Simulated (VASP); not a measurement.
Si2Mo:

```
Mo Si
1.0
    -1.61060    1.61060    3.95653
     1.61060   -1.61060    3.95653
     1.61060    1.61060   -3.95653
Mo Si
1 2
Cartesian
  0.0000 0.0000 0.0000
  0.0000 0.0000 5.2780
  0.0000 0.0000 2.6350
```

Base run:

```yaml
Program: VASP 6.6.1
Functional: PBEsol
Dispersion: D4
Potentials_or_basis: VASP PAW PBE potentials, release 64 (Mo_sv, Si)
Cutoff: 520 eV
k_mesh: 12 × 12 × 12
Occupations: fermi-dirac, width 0.05 eV
Spin: no spin polarisation
```

Its results: band gap on the k mesh zero (bands 11 and 12 overlap by 1.02 eV); pressure -9.8 GPa; largest force 0.354 eV/Å.

**Question.** The run is repeated on the same cell with these changes: functional from PBEsol to r2SCAN; dispersion from D4 to none. What comes out?

**Answer.** Band gap on the k mesh zero (bands 11 and 12 overlap by 1.11 eV); pressure -5.2 GPa; largest force 0.383 eV/Å.

Several settings changed at once.

Caveats: the cell stands under tension; the PAW data sets were made with another functional, which shifts forces and pressure a little.
